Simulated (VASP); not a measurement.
SbPbBrO2, 5 atoms in the cell. The structure is tetragonal, space group I4mm (No. 107). The conventional cell has a = 3.872 Å, b = 3.872 Å, c = 12.757 Å, α = 90.00°, β = 90.00°, γ = 90.00°. Br (site symmetry 4mm) has 4 Pb at 3.27 Å and 5 Sb at 3.48 to 4.23 Å and 8 O at 3.66 to 3.80 Å and 4 Br at 3.87 Å within 4.3 Å. Within 2.9 Å of O (site symmetry 2mm) lie 2 Sb at 2.16 Å and 2 Pb at 2.44 Å and 4 O at 2.74 Å. Pb (site symmetry 4mm) has 4 O at 2.44 Å and 4 Br at 3.27 Å within 3.3 Å. Sb (site symmetry 4mm) has 4 O at 2.16 Å within 2.9 Å. 

```yaml
Program: VASP 6.6.1
Task: single point
Functional: PBEsol
Potentials_or_basis: VASP PAW PBE potentials, release 64 (Br, O, Pb_d, Sb)
Cutoff: 520 eV
k_mesh: 10 × 10 × 10
Occupations: gaussian, width 0.05 eV
Spin: no spin polarisation
Dipole_correction: no
Further_INCAR_settings: ALGO = Normal; EDIFF = 1e-07; NBANDS = 27
```

Potentials or basis: VASP PAW PBE potentials, release 64 (Br, O, Pb_d, Sb).

The run is started by

```console
$ cat potpaw_PBE.64/Br/POTCAR potpaw_PBE.64/O/POTCAR potpaw_PBE.64/Pb_d/POTCAR potpaw_PBE.64/Sb/POTCAR > POTCAR
$ mpirun -np 1 vasp_std > vasp.out
```

Hardware: 1 thread of Intel(R) Xeon(R) Platinum 8259CL CPU @ 2.50GHz (Skylake/Cascade Lake) (shared host).

Q: Estimate the wall time of this run.

A: It took 12 min on 1 thread of Intel(R) Xeon(R) Platinum 8259CL CPU @ 2.50GHz (Skylake/Cascade Lake) (shared host), peak memory 0.6 GiB. Counts: scf iterations 15, k points 102.
